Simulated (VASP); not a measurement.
Input of a VASP 6.6.1 run:

INCAR

```
PREC     = Accurate       # precision mode
ENCUT    = 520            # plane-wave cutoff, eV
EDIFF    = 1E-6           # SCF threshold, eV
ISMEAR   = 0              # smearing method
SIGMA    = 0.1            # smearing width, eV
LREAL    = False          # projectors in reciprocal space
LASPH    = True           # aspherical terms in the spheres
NELM     = 100            # most SCF steps
ALGO     = Fast           # electronic algorithm
ISIF     = 2              # what is computed and relaxed
LWAVE    = False          # write WAVECAR
LCHARG   = False          # write CHGCAR
GGA      = PS             # functional
NBANDS   = 21             # bands
```

Contents of KPOINTS:

```
Automatic mesh
0
Gamma
  30 30 20
```

POSCAR

```
Ru
1.0
    2.6895079379      0.0000002900      0.0000000000
   -1.3447542200      2.3291820529      0.0000000000
    0.0000000000      0.0000000000      4.2519311479
Ru
2
Direct
    0.0000000000      0.0000000000      0.0000000000
    0.3333333333      0.6666666667      0.5000000000
```

Potentials or basis: VASP PAW PBE potentials, release 64 (Ru_pv).

The run is started by

```console
$ cat potpaw_PBE.64/Ru_pv/POTCAR > POTCAR
$ mpirun -np 1 vasp_std > vasp.out
```

Question: Predict the pressure.

Answer: 0.0 GPa.

Question: Predict the band gap on the k mesh.

Answer: Zero (bands 14 and 15 overlap by 3.33 eV).

Stress tensor (GPa, compression positive):
```
 0.31  0.00  0.00
 0.00  0.31  0.00
 0.00  0.00 -0.67
```

Caveat: the PAW data sets were made with another functional, which shifts forces and pressure a little.
